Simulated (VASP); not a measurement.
# TiO2 (P6_3/mmc) in VASP: further runs

Runs on TiO2. Level: PBE+D3(BJ). Tasks: relaxation of cell and atoms, single point.

Program: VASP 6.6.1. These are calculated values, not measurements. Logs are shortened: lines on timing, memory, paths and dates and some standing lists are left out, and cuts for length are marked.

## 1. The cell of the first run

Symmetry: P6_3/mmc, No. 194, hexagonal system. The conventional cell has a = 2.871 Å, b = 2.871 Å, c = 9.478 Å, α = 90.00°, β = 90.00°, γ = 120.00°. Ti (site symmetry -6m2) has 6 O at 2.00 Å within 2.7 Å. O (site symmetry 3m) has 3 Ti at 2.00 Å and 1 O at 2.25 Å within 2.7 Å.

## 2. Relaxation of cell and atoms, PBE+D3(BJ)

INCAR reads:

```
  PREC = Accurate
  ENCUT = 600
  EDIFF = 1E-6
  ISMEAR = 0
  SIGMA = 0.02
  LREAL = F
  LASPH = T
  NELM = 80
  ALGO = Normal
  ISIF = 3
  LWAVE = F
  LCHARG = F
  GGA = PE
  IVDW = 12
  IBRION = 2
  NSW = 100
  EDIFFG = -0.01
```

KPOINTS reads:

```
Automatic mesh
0
Gamma
  12 12 4
```

POSCAR reads:

```
TiO2
1.0
    2.8711976731      0.0000000000      0.0000000000
   -1.4355988365      2.4865301242      0.0000000000
    0.0000000000      0.0000000000      9.4779747849
Ti O
2 4
Direct
    0.6666666667      0.3333333333      0.7500000000
    0.3333333333      0.6666666667      0.2500000000
    0.3333333333      0.6666666667      0.8684434973
    0.3333333333      0.6666666667      0.6315565027
    0.6666666667      0.3333333333      0.1315565027
    0.6666666667      0.3333333333      0.3684434973
```

Potentials or basis: VASP PAW PBE potentials, release 64 (Ti_sv, O).

Launch:

```sh
$ cat potpaw_PBE.64/Ti_sv/POTCAR potpaw_PBE.64/O/POTCAR > POTCAR
$ mpirun -np 1 vasp_std > vasp.out
```

OUTCAR:

```text
PREC = Accurate
   ENCUT = 600
   EDIFF = 1E-6
   ISMEAR = 0
   LREAL = F
   LASPH = T
   NELM = 80
   ISIF = 3
   GGA = PE
   IVDW = 12
   IBRION = 2
   NSW = 100
   EDIFFG = -0.01
 IVDW          = 12

 ion  position               nearest neighbor table
   1  0.667  0.333  0.750-   3 2.00   4 2.00   3 2.00   4 2.00   3 2.00   4 2.00
   2  0.333  0.667  0.250-   5 2.00   6 2.00   5 2.00   6 2.00   5 2.00   6 2.00
   3  0.333  0.667  0.868-   1 2.00   1 2.00   1 2.00
   4  0.333  0.667  0.632-   1 2.00   1 2.00   1 2.00
   5  0.667  0.333  0.132-   2 2.00   2 2.00   2 2.00
   6  0.667  0.333  0.368-   2 2.00   2 2.00   2 2.00

  LATTYP: Found a hexagonal cell.
 ALAT       =     2.8711976731
 C/A-ratio  =     3.3010526839

  Lattice vectors:

 A1 = (   2.8711976731,   0.0000000000,   0.0000000000)
 A2 = (  -1.4355988365,   2.4865301242,   0.0000000000)
 A3 = (   0.0000000000,   0.0000000000,   9.4779747849)

Analysis of symmetry for initial positions (statically):
=====================================================================
 Subroutine PRICEL returns:
 Original cell was already a primitive cell.

 Routine SETGRP: Setting up the symmetry group for a
 hexagonal supercell.

 Subroutine GETGRP returns: Found 24 space group operations
 (whereof 12 operations were pure point group operations)
 out of a pool of 24 trial point group operations.

The static configuration has the point symmetry D_3d.
 The point group associated with its full space group is D_6h.

Analysis of symmetry for dynamics (positions and initial velocities):
=====================================================================
 Subroutine PRICEL returns:
 Original cell was already a primitive cell.

 Routine SETGRP: Setting up the symmetry group for a
 hexagonal supercell.

 Subroutine GETGRP returns: Found 24 space group operations
 (whereof 12 operations were pure point group operations)
 out of a pool of 24 trial point group operations.

The dynamic configuration has the point symmetry D_3d.
 The point group associated with its full space group is D_6h.

 Subroutine INISYM returns: Found 24 space group operations
 (whereof 12 operations are pure point group operations),
 and found     1 'primitive' translations

----------------------------------------------------------------------------------------

                                     Primitive cell

  volume of cell :      67.6663

  direct lattice vectors                    reciprocal lattice vectors
     2.871197673  0.000000000  0.000000000     0.348286713  0.201083428  0.000000000
    -1.435598837  2.486530124  0.000000000     0.000000000  0.402166855  0.000000000
     0.000000000  0.000000000  9.477974785     0.000000000  0.000000000  0.105507772

  length of vectors
     2.871197673  2.871197673  9.477974785     0.402166855  0.402166855  0.105507772

  position of ions in fractional coordinates (direct lattice)
     0.666666667  0.333333333  0.750000000
     0.333333333  0.666666667  0.250000000
     0.333333333  0.666666667  0.868443497
     0.333333333  0.666666667  0.631556503
     0.666666667  0.333333333  0.131556503
     0.666666667  0.333333333  0.368443497

  ion indices of the primitive-cell ions
   primitive index   ion index
                 1           1
                 2           2
                 3           3
                 4           4
                 5           5
                 6           6

----------------------------------------------------------------------------------------

 KPOINTS: Automatic mesh

Automatic generation of k-mesh.
 Grid dimensions read from file:
 generate k-points for:   12   12    4

 Generating k-lattice:

  Cartesian coordinates                     Fractional coordinates (reciprocal lattice)
     0.029023893  0.016756952  0.000000000     0.083333333 -0.000000000  0.000000000
     0.000000000  0.033513905  0.000000000     0.000000000  0.083333333  0.000000000
     0.000000000  0.000000000  0.026376943     0.000000000  0.000000000  0.250000000

  Length of vectors
     0.033513905  0.033513905  0.026376943

  Shift w.r.t. Gamma in fractional coordinates (k-lattice)
     0.000000000  0.000000000  0.000000000

 Subroutine IBZKPT returns following result:
 ===========================================

 Found     57 irreducible k-points:

 Following reciprocal coordinates:
            Coordinates               Weight
  0.000000  0.000000  0.000000      1.000000
  0.083333 -0.000000  0.000000      6.000000
  0.166667 -0.000000  0.000000      6.000000
  0.250000 -0.000000  0.000000      6.000000
  0.333333 -0.000000  0.000000      6.000000
  0.416667  0.000000  0.000000      6.000000
[... 16 lines left out ...]
  0.250000 -0.000000  0.250000     12.000000
  0.333333 -0.000000  0.250000     12.000000
 [... further k-points ...]
   k-points           NKPTS =     57   k-points in BZ     NKDIM =     57   number of bands    NBANDS=     28
   number of dos      NEDOS =    301   number of ions     NIONS =      6
   total plane-waves  NPLWV =  46080
   dimension x,y,z NGX =    24 NGY =   24 NGZ =   80
   dimension x,y,z NGXF=    48 NGYF=   48 NGZF=  160
   ions per type =               2   4
   NGX,Y,Z   is equivalent  to a cutoff of  13.90, 13.90, 14.03 a.u.
   NGXF,Y,Z  is equivalent  to a cutoff of  27.79, 27.79, 28.06 a.u.
 SYSTEM =  unknown system
   PREC   = accura    normal or accurate (medium, high low for compatibility)
   ISTART =      0    job   : 0-new  1-cont  2-samecut
   ICHARG =      2    charge: 1-file 2-atom 10-const
   ISPIN  =      1    spin polarized calculation?
   LNONCOLLINEAR =      F non collinear calculations
   LSORBIT =      F    spin-orbit coupling
   LASPH  =      T    aspherical Exc in radial PAW
   ENCUT  =  600.0 eV  44.10 Ry    6.64 a.u.   5.73  5.73 18.93*2*pi/ulx,y,z
   NELM   =     80;   NELMIN=  2; NELMDL= -5     # of ELM steps
   EDIFF  = 0.1E-05   stopping-criterion for ELM
   LREAL  =      F    real-space projection
   EDIFFG = -.1E-01   stopping-criterion for IOM
   NSW    =    100    number of steps for IOM
   IBRION =      2    ionic relax: 0-MD 1-quasi-New 2-CG
   NFREE  =      1    steps in history (QN), initial steepest desc. (CG)
   ISIF   =      3    stress and relaxation
   ISYM   =      2    0-nonsym 1-usesym 2-fastsym
   POTIM  = 0.5000    time-step for ionic-motion
   TEBEG  =    0.0;   TEEND  =   0.0 temperature during run
   PSTRESS=    0.0 pullay stress
   NELECT =      48.0000    total number of electrons
   NUPDOWN=      -1.0000    fix difference up-down
   EMIN   =  10.00;   EMAX   =-10.00  energy-range for DOS
   EFERMI =   0.00;   METHOD = LEGACY
   ISMEAR =     0;   SIGMA  =   0.02  broadening in eV -4-tet -1-fermi 0-gaus
   EFERMI_NEDOS =   21; number of points for ismear=-14 and -15
   IALGO  =     38    algorithm
   IMIX   =      4    mixing-type and parameters
     AMIX     =   0.40;   BMIX     =  1.00
     AMIX_MAG =   1.60;   BMIX_MAG =  1.00
  volume/ion in A,a.u.               =      11.28        76.11
  Fermi-wavevector in a.u.,A,eV,Ry     =   1.460039  2.759074 29.003728  2.131714
  Thomas-Fermi vector in A             =   2.576535
   LORBIT       =      0    0 simple, 1 ext, 2 COOP (PROOUT), +10 PAW based schemes
   GGA     = PE    functional components
   LHFCALC =     F    Hartree Fock is set to
   AEXX    =    0.0000 exact exchange contribution
   IVDW    =    12    specifies the selected vdW correction
   LEPSILON=     F    determine dielectric tensor
   LRPA    =     F    only Hartree local field effects (RPA)
 conjugate gradient relaxation of ions
 non-spin polarized calculation
 Gauss-broadening in eV      SIGMA  =   0.02
  energy-cutoff  :      600.00
  volume of cell :       67.67
 maximum number of plane-waves:      2293
 NGX is ok and might be reduce to    24
   NGX = 11   NGY = 11   NGZ = 37

--------------------------------------- Ionic step        1  -------------------------------------------

 number of electron      48.0000002 magnetization

 Free energy of the ion-electron system (eV)
  ---------------------------------------------------
  ext. energy  EPLUGINS =         0.00000000
  ---------------------------------------------------
  free energy    TOTEN  =       -50.18760727 eV

  energy without entropy =      -50.18760727  energy(sigma->0) =      -50.18760727

------------------------ aborting loop because EDIFF is reached ----------------------------------------

 Edisp (eV)   -1.33663

 E8    (eV) :    -0.5228

  FORCE on cell =-STRESS in cart. coord.  units (eV):
  Direction    XX          YY          ZZ          XY          YZ          ZX
  --------------------------------------------------------------------------------------
  -------------------------------------------------------------------------------------
  Total       0.25014     0.25014     0.15617     0.00000     0.00000    -0.00000
  in kB       5.92265     5.92265     3.69784     0.00000     0.00000    -0.00000
  external pressure =        5.18 kB  Pullay stress =        0.00 kB
[... 289 lines left out ...]
  energy  without entropy=      -51.5251022865  energy(sigma->0) =      -51.52510229

--------------------------------------- Ionic step        8  -------------------------------------------

 number of electron      47.9999997 magnetization

 Free energy of the ion-electron system (eV)
  ---------------------------------------------------
  ext. energy  EPLUGINS =         0.00000000
  ---------------------------------------------------
  free energy    TOTEN  =       -50.18282360 eV

  energy without entropy =      -50.18282360  energy(sigma->0) =      -50.18282360

 E-fermi :   4.4982     XC(G=0): -10.8559

 val. band max:        4.3634964255   @ k =   0.0000   0.0000   0.0000
 cond. band min:       4.8619489997   @ k =   0.2500   0.2500   0.0000
 fundamental gap:      0.4984525742
 Fermi energy:         4.4982123375

 k-point     1 :       0.0000    0.0000    0.0000
  band No.  band energies     occupation
      1     -53.0887      2.00000
      2     -53.0887      2.00000
      3     -29.2795      2.00000
      4     -29.2769      2.00000
      5     -29.0583      2.00000
      6     -29.0583      2.00000
[... 733 lines left out ...]
     27       7.6102      0.00000
     28       7.6580      0.00000

 [... further k-points ...]

------------------------ aborting loop because EDIFF is reached ----------------------------------------

 Edisp (eV)   -1.34252

 E8    (eV) :    -0.5253

  FORCE on cell =-STRESS in cart. coord.  units (eV):
  Direction    XX          YY          ZZ          XY          YZ          ZX
  --------------------------------------------------------------------------------------
  -------------------------------------------------------------------------------------
  Total      -0.03112    -0.03112    -0.00778    -0.00000     0.00000     0.00000
  in kB      -0.73940    -0.73940    -0.18496    -0.00000     0.00000     0.00000
  external pressure =       -0.55 kB  Pullay stress =        0.00 kB
[... 21 lines left out ...]
  FREE ENERGIE OF THE ION-ELECTRON SYSTEM (eV)
  ---------------------------------------------------
  free  energy   TOTEN  =       -51.5253470652 eV

  energy  without entropy=      -51.5253470652  energy(sigma->0) =      -51.52534707

 reached required accuracy - stopping structural energy minimisation
```

Wall time 18 min (1 thread of Intel Xeon 8259CL, shared host); peak memory 0.3 GiB.

What came out:

```
Free energy                           : -51.5253 eV
Relaxed volume                        : 11.24 Å³/atom
Relaxed cell                          : a = 2.875 Å, b = 2.875 Å, c = 9.422 Å, α = 90.00°, β = 90.00°, γ = 120.00°
Space group after relaxing (to 0.1 Å) : P6_3/mmc (No. 194)
Energy gained by relaxing             : 0.2 meV/atom
Ionic steps                           : 8
Pressure after relaxing               : -0.1 GPa
Largest force after relaxing          : 0.010 eV/Å
Band gap on the k mesh                : 0.50 eV (least direct gap 1.20 eV)
Dispersion energy per atom            : -0.224 eV
```

Forces in eV/Å, atoms in the order of the input:
```
Ti   0.000  0.000  0.000
Ti   0.000  0.000  0.000
O    0.000  0.000  0.010
O    0.000  0.000 -0.010
O    0.000  0.000 -0.010
O    0.000  0.000  0.010
```

The path:
| step | energy change (eV) | largest force (eV/Å) | pressure (GPa) | volume (Å³) |
| --- | --- | --- | --- | --- |
| 1 | 0.0000 | 0.0738 | 0.52 | 67.67 |
| 2 | 0.0007 | 0.1033 | -1.02 | 68.02 |
| 3 | -0.0004 | 0.0054 | -0.07 | 67.80 |
| 4 | -0.0006 | 0.0169 | -0.12 | 67.78 |
| 5 | -0.0006 | 0.0304 | -0.17 | 67.76 |
| 6 | -0.0007 | 0.0281 | -0.17 | 67.73 |
| 7 | -0.0009 | 0.0225 | -0.15 | 67.63 |
| 8 | -0.0011 | 0.0096 | -0.06 | 67.44 |

Final structure:
```yaml
crystal:
  lattice:
    - [2.87477, 0.00000, 0.00000]
    - [-1.43738, 2.48962, 0.00000]
    - [0.00000, 0.00000, 9.42220]
  atoms:
    - { symbol: Ti, position: [0.66667, 0.33333, 0.75000] }
    - { symbol: Ti, position: [0.33333, 0.66667, 0.25000] }
    - { symbol: O, position: [0.33333, 0.66667, 0.86926] }
    - { symbol: O, position: [0.33333, 0.66667, 0.63074] }
    - { symbol: O, position: [0.66667, 0.33333, 0.13074] }
    - { symbol: O, position: [0.66667, 0.33333, 0.36926] }
```

Caveat: semilocal functionals underestimate gaps, and a narrow one can read as zero.

## 3. Single point, PBE+D3(BJ), collinear spin

INCAR reads:

```
  ALGO = Normal
  EDIFF = 1E-6
  ENCUT = 1340
  GGA = PE
  GGA_COMPAT = F
  ISIF = 2
  ISMEAR = 0
  ISPIN = 2
  IVDW = 12
  LASPH = T
  LCHARG = F
  LMAXMIX = 4
  LORBIT = 11
  LREAL = F
  LWAVE = F
  MAGMOM = 1 1 0 0 0 0
  NBANDS = 37
  NELM = 200
  PREC = Accurate
  SIGMA = 0.1
```

KPOINTS reads:

```
k-points
0
Gamma
  6 6 2
```

POSCAR is that of step 2.

Potentials or basis: VASP PAW PBE potentials, release 64 (Ti_sv, O_h).

Launch:

```sh
$ cat potpaw_PBE.64/Ti_sv/POTCAR potpaw_PBE.64/O_h/POTCAR > POTCAR
$ mpirun -np 1 vasp_std > vasp.out
```

Wall time 3.9 min (1 thread of Intel Xeon Platinum 8488C (Sapphire Rapids), shared host); peak memory 0.6 GiB.

Results (log left out):

* Free energy: -51.5936 eV
* Pressure: 0.4 GPa
* Largest force: 0.069 eV/Å
* Band gap on the k mesh: 0.58 eV (least direct gap 1.24 eV)
* Net moment: 0.00 μB per cell
* Valence electrons inside the program's atomic spheres: Ti 10.34; O 3.36
* Dispersion energy per atom: -0.223 eV

Forces in eV/Å, atoms in the order of the input:
```
Ti   0.000  0.000  0.000
Ti   0.000  0.000  0.000
O    0.000  0.000  0.069
O    0.000  0.000 -0.069
O    0.000  0.000 -0.069
O    0.000  0.000  0.069
```

Stress tensor (GPa, compression positive):
```
0.33 0.00 0.00
0.00 0.33 0.00
0.00 0.00 0.43
```

Levels at points of the mesh, in eV from the valence-band top:
Spin up:
```
           k point  band 20  band 21  band 22  band 23  band 24  band 25  band 26  band 27  band 28  band 29
(0.00, 0.00, 0.00)    -2.31    -2.23    -2.23    -1.74     0.00     2.40     2.62     3.56     3.56     3.58
(0.50, 0.00, 0.00)    -3.44    -2.35    -2.19    -0.90    -0.88     0.89     1.19     3.22     3.22     3.27
(0.00, 0.00, 0.50)    -2.27    -2.27    -2.27    -0.83    -0.83     2.55     2.55     3.57     3.57     3.57
(0.50, 0.00, 0.50)    -3.54    -2.27    -2.27    -0.90    -0.90     1.05     1.05     3.22     3.22     3.29
```
Spin down:
```tsv
k point	band 21	band 22	band 23	band 24	band 25	band 26	band 27	band 28
(0.00, 0.00, 0.00)	-2.23	-2.23	-1.74	0.00	2.40	2.62	3.56	3.56
(0.50, 0.00, 0.00)	-2.35	-2.19	-0.90	-0.88	0.89	1.19	3.22	3.22
(0.00, 0.00, 0.50)	-2.27	-2.27	-0.83	-0.83	2.55	2.55	3.57	3.57
(0.50, 0.00, 0.50)	-2.27	-2.27	-0.90	-0.90	1.05	1.05	3.22	3.22
```

Caveat: the k points lie up to 0.42 Å⁻¹ apart; semilocal functionals underestimate gaps, and a narrow one can read as zero. A k mesh can miss the band edges.
